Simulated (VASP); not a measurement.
# RbBr (I-4m2) in VASP: single point with HSE06

Aim: the single point of RbBr with HSE06.

All numbers are computed with VASP 6.6.1; they aren't measurements. Logs are shortened: lines on timing, memory, paths and dates and some standing lists are left out, and cuts for length are marked.

**1. The cell of the first run**

It takes space group I-4m2 (No. 119, tetragonal). The conventional cell has a = 5.472 Å, b = 5.472 Å, c = 7.370 Å, α = 90.00°, β = 90.00°, γ = 90.00°. Within 4.3 Å of Rb (site symmetry -4m2) lie 4 Br at 3.30 Å. Br (site symmetry -4m2) has 4 Rb at 3.30 Å within 4.3 Å.

**2. Single point, HSE06 (uniaxial x strain -4.8%)**

POSCAR

```
RbBr
1.0
    0.0000000000      3.8694968646      3.8694968646
    3.6849218642      0.0000000000      3.8694968646
    3.6849218642      3.8694968646      0.0000000000
Rb Br
1 1
Direct
    0.0000000000      0.0000000000      0.0000000000
    0.2500000000      0.2500000000      0.2500000000
```

INCAR.step1

```
PREC = Accurate ; ENCUT = 520
EDIFF = 1E-5 ; ISMEAR = 0
SIGMA = 0.01 ; LREAL = False
LASPH = True ; NELM = 100
ALGO = Normal ; ISIF = 2
LWAVE = True ; LCHARG = False
NBANDS = 15 ; GGA = PE
```

INCAR.step2

```
PREC = Accurate ; ENCUT = 520
EDIFF = 1E-6 ; ISMEAR = 0
SIGMA = 0.01 ; LREAL = False
LASPH = True ; NELM = 100
ALGO = Normal ; ISIF = 2
LWAVE = False ; LCHARG = False
GGA = PE ; LHFCALC = True
HFSCREEN = 0.2079 ; PRECFOCK = Normal
NBANDS = 15 ; ISTART = 1
```

KPOINTS

```
Automatic mesh
0
Gamma
  4 4 4
```

Potentials or basis: VASP PAW PBE potentials, release 64 (Rb_sv, Br).

Started as:

```sh
$ cat potpaw_PBE.64/Rb_sv/POTCAR potpaw_PBE.64/Br/POTCAR > POTCAR
$ cp INCAR.step1 INCAR
$ mpirun -np 1 vasp_std > vasp.out
$ cp INCAR.step2 INCAR
$ mpirun -np 1 vasp_std > vasp.out
```

OUTCAR:

```text
PREC = Accurate
   ENCUT = 520
   EDIFF = 1E-6
   ISMEAR = 0
   LREAL = False
   LASPH = True
   NELM = 100
   ISIF = 2
   GGA = PE
   LHFCALC = True
   HFSCREEN = 0.2079
   PRECFOCK = Normal
   ISTART = 1

 ion  position               nearest neighbor table
   1  0.000  0.000  0.000-   2 3.30   2 3.30   2 3.30   2 3.30
   2  0.250  0.250  0.250-   1 3.30   1 3.30   1 3.30   1 3.30

  LATTYP: Found a body centered tetragonal cell.
 ALAT       =     5.4722949455
 C/A-ratio  =     1.3467555755

  Lattice vectors:

 A1 = (  -3.6849218642,   0.0000000000,  -3.8694968646)
 A2 = (  -3.6849218642,   0.0000000000,   3.8694968646)
 A3 = (   3.6849218642,   3.8694968646,   0.0000000000)

Analysis of symmetry for initial positions (statically):
=====================================================================
 Subroutine PRICEL returns:
 Original cell was already a primitive cell.

 Routine SETGRP: Setting up the symmetry group for a
 body centered tetragonal supercell.

 Subroutine GETGRP returns: Found  8 space group operations
 (whereof  8 operations were pure point group operations)
 out of a pool of 16 trial point group operations.

The static configuration has the point symmetry D_2d.

Analysis of symmetry for dynamics (positions and initial velocities):
=====================================================================
 Subroutine PRICEL returns:
 Original cell was already a primitive cell.

 Routine SETGRP: Setting up the symmetry group for a
 body centered tetragonal supercell.

 Subroutine GETGRP returns: Found  8 space group operations
 (whereof  8 operations were pure point group operations)
 out of a pool of 16 trial point group operations.

The dynamic configuration has the point symmetry D_2d.

 Subroutine INISYM returns: Found  8 space group operations
 (whereof  8 operations are pure point group operations),
 and found     1 'primitive' translations

----------------------------------------------------------------------------------------

                                     Primitive cell

  volume of cell :     110.3487

  direct lattice vectors                    reciprocal lattice vectors
     0.000000000  3.869496865  3.869496865    -0.135688087  0.129215766  0.129215766
     3.684921864  0.000000000  3.869496865     0.135688087 -0.129215766  0.129215766
     3.684921864  3.869496865  0.000000000     0.135688087  0.129215766 -0.129215766

  length of vectors
     5.472294945  5.343374882  5.343374882     0.227606426  0.227606426  0.227606426

  position of ions in fractional coordinates (direct lattice)
     0.000000000  0.000000000  0.000000000
     0.250000000  0.250000000  0.250000000

  ion indices of the primitive-cell ions
   primitive index   ion index
                 1           1
                 2           2

----------------------------------------------------------------------------------------

 KPOINTS: Automatic mesh

Automatic generation of k-mesh.
 Grid dimensions read from file:
 generate k-points for:    4    4    4

 Generating k-lattice:

  Cartesian coordinates                     Fractional coordinates (reciprocal lattice)
    -0.033922022  0.032303941  0.032303941     0.250000000 -0.000000000 -0.000000000
     0.033922022 -0.032303941  0.032303941     0.000000000  0.250000000  0.000000000
     0.033922022  0.032303941 -0.032303941     0.000000000  0.000000000  0.250000000

  Length of vectors
     0.056901607  0.056901607  0.056901607

  Shift w.r.t. Gamma in fractional coordinates (k-lattice)
     0.000000000  0.000000000  0.000000000

 Subroutine IBZKPT returns following result:
 ===========================================

 Found     13 irreducible k-points:

 Following reciprocal coordinates:
            Coordinates               Weight
  0.000000  0.000000  0.000000      1.000000
  0.250000  0.000000  0.000000      8.000000
  0.500000  0.000000  0.000000      4.000000
  0.250000  0.250000  0.000000      4.000000
  0.500000  0.250000  0.000000     16.000000
 -0.250000  0.250000  0.000000      8.000000
  0.500000  0.500000  0.000000      2.000000
  0.000000  0.250000  0.250000      2.000000
  0.500000  0.250000  0.250000      4.000000
 -0.250000  0.250000  0.250000      8.000000
 -0.250000  0.500000  0.250000      4.000000
  0.500000 -0.250000  0.250000      2.000000
  0.000000  0.500000  0.500000      1.000000
   k-points           NKPTS =     13   k-points in BZ     NKDIM =     64   number of bands    NBANDS=     15
   number of dos      NEDOS =    301   number of ions     NIONS =      2
   total plane-waves  NPLWV =  67200
   dimension x,y,z NGX =    42 NGY =   40 NGZ =   40
   dimension x,y,z NGXF=    84 NGYF=   80 NGZF=   80
   ions per type =               1   1
   NGX,Y,Z   is equivalent  to a cutoff of  12.76, 12.45, 12.45 a.u.
   NGXF,Y,Z  is equivalent  to a cutoff of  25.52, 24.89, 24.89 a.u.
 SYSTEM =  unknown system
   PREC   = accura    normal or accurate (medium, high low for compatibility)
   ISTART =      1    job   : 0-new  1-cont  2-samecut
   ICHARG =      0    charge: 1-file 2-atom 10-const
   ISPIN  =      1    spin polarized calculation?
   LNONCOLLINEAR =      F non collinear calculations
   LSORBIT =      F    spin-orbit coupling
   LASPH  =      T    aspherical Exc in radial PAW
   ENCUT  =  520.0 eV  38.22 Ry    6.18 a.u.  10.17  9.94  9.94*2*pi/ulx,y,z
   NELM   =    100;   NELMIN=  2; NELMDL=  0     # of ELM steps
   EDIFF  = 0.1E-05   stopping-criterion for ELM
   LREAL  =      F    real-space projection
   EDIFFG = 0.1E-04   stopping-criterion for IOM
   NSW    =      0    number of steps for IOM
   IBRION =     -1    ionic relax: 0-MD 1-quasi-New 2-CG
   NFREE  =      0    steps in history (QN), initial steepest desc. (CG)
   ISIF   =      2    stress and relaxation
   ISYM   =      3    0-nonsym 1-usesym 2-fastsym
   POTIM  = 0.5000    time-step for ionic-motion
   TEBEG  =    0.0;   TEEND  =   0.0 temperature during run
   PSTRESS=    0.0 pullay stress
   NELECT =      16.0000    total number of electrons
   NUPDOWN=      -1.0000    fix difference up-down
   EMIN   =  10.00;   EMAX   =-10.00  energy-range for DOS
   EFERMI =   0.00;   METHOD = LEGACY
   ISMEAR =     0;   SIGMA  =   0.01  broadening in eV -4-tet -1-fermi 0-gaus
   EFERMI_NEDOS =   21; number of points for ismear=-14 and -15
   IALGO  =     38    algorithm
   IMIX   =      1    mixing-type and parameters
     AMIX     =   0.40;   BMIX     =  1.00
     AMIX_MAG =   1.60;   BMIX_MAG =  1.00
  volume/ion in A,a.u.               =      55.17       372.33
  Fermi-wavevector in a.u.,A,eV,Ry     =   0.860054  1.625266 10.064133  0.739693
  Thomas-Fermi vector in A             =   1.977501
   LORBIT       =      0    0 simple, 1 ext, 2 COOP (PROOUT), +10 PAW based schemes
   GGA     = PE    functional components
   LHFCALC =     T    Hartree Fock is set to
   PRECFOCK=normal    Normal, Fast or Accurate (Low or Medium for compatibility)
   ENCUT4O =  -1.0   cutoff for four orbital integrals eV
   NKREDX  =     1    reduce k-point grid by
   NKREDY  =     1    reduce k-point grid by
   NKREDZ  =     1    reduce k-point grid by
   AEXX    =    0.2500 exact exchange contribution
   HFSCREEN=    0.2079 screening length (either q_TF or 0.3 A-1)
   HFSCREENC=   0.2079 screening length for correlation (either q_TF or 0.3 A-1)
   ENCUTFOCK=  -1.0 apply spherical cutoff to Coloumb kernel
   IVDW    =     0    specifies the selected vdW correction
   LEPSILON=     F    determine dielectric tensor
   LRPA    =     F    only Hartree local field effects (RPA)
 non-spin polarized calculation
 Gauss-broadening in eV      SIGMA  =   0.01
  energy-cutoff  :      520.00
  volume of cell :      110.35
 maximum number of plane-waves:      2992
 NGX is ok and might be reduce to    42
  NGX = 32; NGY = 30; NGZ = 30

 number of electron      16.0000000 magnetization

 Free energy of the ion-electron system (eV)
  ---------------------------------------------------
  ext. energy  EPLUGINS =         0.00000000
  ---------------------------------------------------
  free energy    TOTEN  =        -6.86491785 eV

  energy without entropy =       -6.86491785  energy(sigma->0) =       -6.86491785

 E-fermi :  -3.6702     XC(G=0):  -4.9804

 val. band max:       -3.8144121919   @ k =   0.5000   0.5000   0.0000
 cond. band min:       1.4187235459   @ k =   0.0000   0.0000   0.0000
 fundamental gap:      5.2331357378
 Fermi energy:        -3.6701606969

 k-point     1 :       0.0000    0.0000    0.0000
  band No.  band energies     occupation
      1     -29.9784      2.00000
      2     -16.7307      2.00000
      3     -12.9348      2.00000
      4     -12.9318      2.00000
      5     -12.9318      2.00000
      6      -3.9419      2.00000
      7      -3.9419      2.00000
      8      -3.9303      2.00000
      9       1.4187      0.00000
     10       5.5514      0.00000
     11       5.8968      0.00000
     12       6.6378      0.00000
     13       6.6378      0.00000
     14       6.9129      0.00000
     15       7.7650      0.00000

 k-point     2 :       0.2500    0.0000    0.0000
  band No.  band energies     occupation
      1     -29.9767      2.00000
      2     -16.7585      2.00000
      3     -12.9417      2.00000
      4     -12.9416      2.00000
      5     -12.9010      2.00000
      6      -4.0668      2.00000
      7      -3.9186      2.00000
      8      -3.8995      2.00000
      9       2.2712      0.00000
     10       5.2043      0.00000
     11       5.3875      0.00000
     12       5.7338      0.00000
     13       6.7101      0.00000
     14       7.3600      0.00000
     15       7.3802      0.00000
[... 167 lines left out ...]
      3     -12.9818      2.00000
      4     -12.9794      2.00000
      5     -12.7923      2.00000
      6      -4.1104      2.00000
      7      -3.9965      2.00000
      8      -3.8170      2.00000
      9       3.3981      0.00000
     10       4.0901      0.00000
     11       6.0271      0.00000
     12       6.1732      0.00000
     13       6.3527      0.00000
     14       6.6926      0.00000
     15       7.8616      0.00000

 k-point    13 :       0.0000    0.5000    0.5000
  band No.  band energies     occupation
      1     -29.9737      2.00000
      2     -16.7966      2.00000
      3     -12.9772      2.00000
      4     -12.9772      2.00000
      5     -12.8298      2.00000
      6      -4.2517      2.00000
      7      -3.8446      2.00000
      8      -3.8446      2.00000
      9       3.2865      0.00000
     10       4.1266      0.00000
     11       6.4046      0.00000
     12       6.6509      0.00000
     13       6.6509      0.00000
     14       6.9063      0.00000
     15       7.2592      0.00000

------------------------ aborting loop because EDIFF is reached ----------------------------------------

  FORCE on cell =-STRESS in cart. coord.  units (eV):
  Direction    XX          YY          ZZ          XY          YZ          ZX
  --------------------------------------------------------------------------------------
  -------------------------------------------------------------------------------------
  Total        0.3580529      0.3774876      0.3774876     -0.0000000      0.0000000     -0.0000000
  in kB        5.1986496      5.4808264      5.4808264     -0.0000000      0.0000000     -0.0000000
  external PRESSURE =       5.3867674 kB  Pullay stress =       0.0000000 kB

 VOLUME and BASIS-vectors are now :
 -----------------------------------------------------------------------------
  energy-cutoff  :      520.00
  volume of cell :      110.35
      direct lattice vectors                 reciprocal lattice vectors
     0.000000000  3.869496865  3.869496865    -0.135688087  0.129215766  0.129215766
     3.684921864  0.000000000  3.869496865     0.135688087 -0.129215766  0.129215766
     3.684921864  3.869496865  0.000000000     0.135688087  0.129215766 -0.129215766

 POSITION                                       TOTAL-FORCE (eV/Angst)
 -----------------------------------------------------------------------------------
      0.00000      0.00000      0.00000        -0.000000     -0.000000     -0.000000
      1.84246      1.93475      1.93475         0.000000      0.000000      0.000000
 -----------------------------------------------------------------------------------
    total drift:                                0.000008     -0.000008     -0.000004

  FREE ENERGIE OF THE ION-ELECTRON SYSTEM (eV)
  ---------------------------------------------------
  free  energy   TOTEN  =        -6.8649178514 eV

  energy  without entropy=       -6.8649178514  energy(sigma->0) =       -6.86491785
```

It took 8.1 min on 1 thread of Intel Xeon 6975P-C (Granite Rapids), shared host; peak memory 0.35 GiB.

What came out:

```
Free energy            : -6.8649 eV
Pressure               : 0.5 GPa
Band gap on the k mesh : 5.23 eV (least direct gap 5.35 eV)
```

Caveat: the cell differs from its parent crystal (uniaxial x strain -4.8%); the structure was generated, so it needn't be the stable form of RbBr; the PAW data sets were made with another functional, which shifts forces and pressure a little.
